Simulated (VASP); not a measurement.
Runs of VASP 6.6.1 on CaO. The structure is that of space group Fm-3m (No. 225), or close to it. The cells are those of the table. 

| task | cell | cutoff (eV) | gap on the mesh (eV) | pressure (GPa) |
| --- | --- | --- | --- | --- |
| single point | a = 3.335 Å, angles 60.0, 60.0, 90.0°, 2 atoms | 520 | 3.50 | 4.8 |
| single point | a = 3.391 Å, angles 60.0, 60.0, 90.0°, 2 atoms | 520 | 3.53 | (b) |
| single point | a = 3.289 Å, angles 60.0, 60.0, 90.0°, 2 atoms | 520 | 3.46 | (c) |
| relaxation of cell and atoms | relaxed to -2 GPa from a = 3.371 Å, angles 60.0, 60.0, 90.0°, 2 atoms | 600 | 3.53 | -2.0 |
| single point | a = 3.311 Å, angles 60.0, 60.0, 90.0°, 2 atoms | 520 | (a) | 7.8 |
| relaxation of cell and atoms | relaxed to 2 GPa from a = 3.371 Å, angles 60.0, 60.0, 90.0°, 2 atoms | 600 | 3.52 | 2.0 |

Alike in all rows: level PBEsol; potentials or basis VASP PAW PBE potentials, release 64 (Ca_sv, O); no spin polarisation; k mesh 8 × 8 × 8; smearing gaussian 0.01 eV.

**Question.** Estimate the missing entries.

**Answer.** (a) 3.48; (b) -1.4; (c) 10.9.

Caveats: the PAW data sets were made with another functional, which shifts forces and pressure a little; the cell is relaxed towards a set pressure, so the enthalpy falls and the energy may rise (some runs).

A k mesh can miss the band edges.
